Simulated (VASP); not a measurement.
# SiC (P3m1) in VASP: notebook, part 2 of 2

VASP 6.6.1. The steps go on from the part before.

### 4 Single point, r2SCAN (the distance across one plane changed)

Input file POSCAR:

```
SiC
1.0
   -1.5387796673     -2.6652445653      0.0000000000
    1.5387796672     -2.6652445654      0.0000000000
    0.0000000000      0.0000000000     11.5767691650
Si C
4 4
Direct
    0.3333333333      0.3333333333      0.0818531811
    0.6666666667      0.6666666667      0.5170682666
    0.0000000000      0.0000000000      0.7347241727
    0.0000000000      0.0000000000      0.2995090872
    0.3333333333      0.3333333333      0.7886132204
    0.6666666667      0.6666666667      0.3533981348
    1.0000000000      0.0000000000      0.5715803272
    1.0000000000      0.0000000000      0.1363652416
```

Input file INCAR.step1:

```
ALGO = Normal
EDIFF = 1E-4
ENCUT = 520
GGA = PE
ISMEAR = 0
LASPH = True
LCHARG = False
LREAL = False
LWAVE = True
NBANDS = 26
NELM = 80
PREC = Accurate
SIGMA = 0.05
```

Input file INCAR.step2:

```
ALGO = Normal
EDIFF = 1E-6
ENCUT = 520
ISIF = 2
ISMEAR = 0
ISTART = 1
LASPH = True
LCHARG = False
LMIXTAU = True
LREAL = False
LWAVE = False
METAGGA = R2SCAN
NBANDS = 26
NELM = 80
PREC = Accurate
SIGMA = 0.05
```

Input file KPOINTS:

```
k-points
0
Gamma
  8 8 3
```

Command:

```
cat potpaw_PBE.64/Si/POTCAR potpaw_PBE.64/C/POTCAR > POTCAR
cp INCAR.step1 INCAR
mpirun -np 1 vasp_std > vasp.out
cp INCAR.step2 INCAR
mpirun -np 1 vasp_std > vasp.out
```

Wall time 2.7 min (1 thread of AMD EPYC 9R45 (Zen 5), shared host); peak memory 0.21 GiB.

The run converged. Its results:

```yaml
Free_energy: -73.9094 eV
Pressure: -3.4 GPa
Largest_force: 3.206 eV/Å
Band_gap_on_the_k_mesh: 0.29 eV (least direct gap 0.92 eV)
```

Forces on the atoms (eV/Å):
```
Si   0.000  0.000 -0.858
Si   0.000  0.000  0.612
Si   0.000  0.000  3.206
Si   0.000  0.000  0.594
C    0.000  0.000 -1.154
C    0.000  0.000 -0.527
C    0.000  0.000 -0.846
C    0.000  0.000 -1.027
```

Stress tensor (GPa, compression positive):
```
  0.29   0.00   0.00
  0.00   0.29   0.00
  0.00   0.00 -10.73
```

Levels at points of the mesh, in eV from the valence-band top:
```csv
k point,band 12,band 13,band 14,band 15,band 16,band 17,band 18,band 19,band 20,band 21
"(0.00, 0.00, 0.00)",-1.38,-1.38,-0.72,0.00,0.00,0.92,4.62,5.17,6.33,6.35
"(0.50, 0.00, 0.00)",-3.78,-3.67,-2.96,-1.55,-0.65,0.29,1.92,2.29,4.00,4.61
```

Caveat: the cell differs from its parent crystal (the distance across one plane changed); the stress differs along the axes, from -11 to 0 GPa; semilocal functionals underestimate gaps, and a narrow one can read as zero; the PAW data sets were made with another functional, which shifts forces and pressure a little.

### 5 Single point, r2SCAN (the distance across one plane changed)

Input file POSCAR:

```
SiC
1.0
   -1.5387796673     -2.6652445653      0.0000000000
    1.5387796672     -2.6652445654      0.0000000000
    0.0000000000      0.0000000000     12.0767691650
Si C
4 4
Direct
    0.3333333333      0.3333333333      0.0784643119
    0.6666666667      0.6666666667      0.4956607089
    0.0000000000      0.0000000000      0.7043052684
    0.0000000000      0.0000000000      0.2871088714
    0.3333333333      0.3333333333      0.7559632124
    0.6666666667      0.6666666667      0.3387668154
    1.0000000000      0.0000000000      0.5479158719
    1.0000000000      0.0000000000      0.1307194750
```

Input file INCAR.step1:

```
SYSTEM = SiC
PREC = Accurate ; ENCUT = 520
ISMEAR = 0 ; SIGMA = 0.05
LREAL = .False. ; LASPH = .True.
NELM = 60 ; NBANDS = 26
GGA = PE ; ALGO = Normal
EDIFF = 1E-4 ; LWAVE = .True.
LCHARG = .False.
```

Input file INCAR.step2:

```
SYSTEM = SiC
PREC = Accurate ; ENCUT = 520
EDIFF = 1E-6 ; ISMEAR = 0
SIGMA = 0.05 ; LREAL = .False.
LASPH = .True. ; NELM = 60
ALGO = Normal ; ISIF = 2
LWAVE = .False. ; LCHARG = .True.
METAGGA = R2SCAN ; LMIXTAU = .True.
LELF = .True. ; LVHAR = .True.
NBANDS = 26 ; ISTART = 1
```

Input file KPOINTS:

```
regular mesh
0
Gamma
  8 8 3
  0 0 0
```

Command:

```
cat potpaw_PBE.64/Si/POTCAR potpaw_PBE.64/C/POTCAR > POTCAR
cp INCAR.step1 INCAR
mpirun -np 1 vasp_std > vasp.out
cp INCAR.step2 INCAR
mpirun -np 1 vasp_std > vasp.out
```

Wall time 2.8 min (1 thread of AMD EPYC 9R45 (Zen 5), shared host); peak memory 0.21 GiB.

Results (log left out):

* Free energy: -73.2768 eV
* Pressure: -2.3 GPa
* Largest force: 3.240 eV/Å
* Band gap on the k mesh: zero (bands 16 and 17 overlap by 0.01 eV)

Forces in eV/Å, atoms in the order of the input:
```
Si   0.000  0.000 -0.139
Si   0.000  0.000  0.611
Si   0.000  0.000  3.240
Si   0.000  0.000  0.583
C    0.000  0.000 -1.783
C    0.000  0.000 -0.520
C    0.000  0.000 -0.903
C    0.000  0.000 -1.089
```

Stress tensor (GPa, compression positive):
```
 0.29  0.00  0.00
 0.00  0.29  0.00
 0.00  0.00 -7.37
```

Levels at points of the mesh, in eV from the Fermi level:
```
           k point  band 13  band 14  band 15  band 16  band 17  band 18  band 19  band 20
(0.00, 0.00, 0.00)    -1.39    -0.62    -0.01    -0.01     0.38     4.63     5.17     6.31
(0.50, 0.00, 0.00)    -3.69    -2.96    -1.57    -0.34    -0.02     1.95     2.26     3.97
```

Caveat: the cell differs from its parent crystal (the distance across one plane changed); the stress differs along the axes, from -7 to 0 GPa; semilocal functionals underestimate gaps, and a narrow one can read as zero; the PAW data sets were made with another functional, which shifts forces and pressure a little.

### 6 Single point, r2SCAN (the distance across one plane changed)

Input file POSCAR:

```
SiC
1.0
   -1.5387796673     -2.6652445653      0.0000000000
    1.5387796672     -2.6652445654      0.0000000000
    0.0000000000      0.0000000000     13.0767691650
Si C
4 4
Direct
    0.3333333333      0.3333333333      0.0724640292
    0.6666666667      0.6666666667      0.4577567968
    0.0000000000      0.0000000000      0.6504459963
    0.0000000000      0.0000000000      0.2651532287
    0.3333333333      0.3333333333      0.6981535804
    0.6666666667      0.6666666667      0.3128608128
    1.0000000000      0.0000000000      0.5060159297
    1.0000000000      0.0000000000      0.1207231622
```

Input file INCAR.step1:

```
PREC = Accurate
ENCUT = 520
ISMEAR = 0
SIGMA = 0.05
LREAL = False
LASPH = True
NELM = 80
NBANDS = 26
GGA = PE
ALGO = Normal
EDIFF = 1E-4
LWAVE = True
LCHARG = False
```

Input file INCAR.step2:

```
PREC = Accurate
ENCUT = 520
EDIFF = 1E-6
ISMEAR = 0
SIGMA = 0.05
LREAL = False
LASPH = True
NELM = 80
ALGO = Normal
ISIF = 2
LWAVE = False
LCHARG = False
METAGGA = R2SCAN
LMIXTAU = True
NBANDS = 26
ISTART = 1
```

Input file KPOINTS:

```
Automatic mesh
0
Gamma
  8 8 3
```

Potentials or basis: VASP PAW PBE potentials, release 64 (Si, C).

Command:

```
cat potpaw_PBE.64/Si/POTCAR potpaw_PBE.64/C/POTCAR > POTCAR
cp INCAR.step1 INCAR
mpirun -np 1 vasp_std > vasp.out
cp INCAR.step2 INCAR
mpirun -np 1 vasp_std > vasp.out
```

Wall time 4.6 min (1 thread of AMD EPYC 9R45 (Zen 5), shared host); peak memory 0.22 GiB.

The run converged. Its results:

```yaml
Free_energy: -72.7476 eV
Pressure: -0.8 GPa
Largest_force: 3.097 eV/Å
Band_gap_on_the_k_mesh: zero (bands 16 and 17 overlap by 0.07 eV)
```

Forces on the atoms (eV/Å):
```
Si   0.000  0.000  0.780
Si   0.000  0.000  0.594
Si   0.000  0.000  3.097
Si   0.000  0.000  0.567
C    0.000  0.000 -2.290
C    0.000  0.000 -0.512
C    0.000  0.000 -0.995
C    0.000  0.000 -1.241
```

Stress tensor (GPa, compression positive):
```
 0.12  0.00  0.00
 0.00  0.12  0.00
 0.00  0.00 -2.64
```

Levels at points of the mesh, in eV from the Fermi level:
```tsv
k point	band 13	band 14	band 15	band 16	band 17	band 18	band 19	band 20
(0.00, 0.00, 0.00)	-1.28	-0.55	0.04	0.04	0.15	4.76	5.31	6.41
(0.50, 0.00, 0.00)	-3.60	-2.85	-1.51	-0.28	0.05	2.10	2.35	4.03
```

Caveat: the cell differs from its parent crystal (the distance across one plane changed); semilocal functionals underestimate gaps, and a narrow one can read as zero; the PAW data sets were made with another functional, which shifts forces and pressure a little.

### 7 Overview

```csv
cell,gap on the mesh (eV),pressure (GPa),largest force (eV/Å)
"a = 3.078, b = 3.078, c = 10.827 Å, angles 90.0, 90.0, 60.0°, 8 atoms",1.36,-4.9,2.33
"a = 3.078, b = 3.078, c = 11.077 Å, angles 90.0, 90.0, 60.0°, 8 atoms",0.93,-4.6,2.75
"a = 3.078, b = 3.078, c = 11.577 Å, angles 90.0, 90.0, 60.0°, 8 atoms",0.29,-3.4,3.21
"a = 3.078, b = 3.078, c = 12.077 Å, angles 90.0, 90.0, 60.0°, 8 atoms",none,-2.3,3.24
"a = 3.078, b = 3.078, c = 13.077 Å, angles 90.0, 90.0, 60.0°, 8 atoms",none,-0.8,3.10
```

Alike in all rows: task single point; level r2SCAN; potentials or basis VASP PAW PBE potentials, release 64 (Si, C); no spin polarisation; k mesh 8 × 8 × 3; cutoff (eV) 520; smearing gaussian 0.05 eV.

Caveats: the PAW data sets were made with another functional, which shifts forces and pressure a little; semilocal functionals underestimate gaps, and a narrow one can read as zero (at least some runs); the stress differs along the axes, from -15 to -0 GPa (at least some runs); the stress differs along the axes, from -14 to 0 GPa (at least some runs); the stress differs along the axes, from -11 to 0 GPa (at least some runs); the stress differs along the axes, from -7 to 0 GPa (at least some runs).

Total energies depend on the potentials used, so only differences within one code and one set of settings carry meaning.
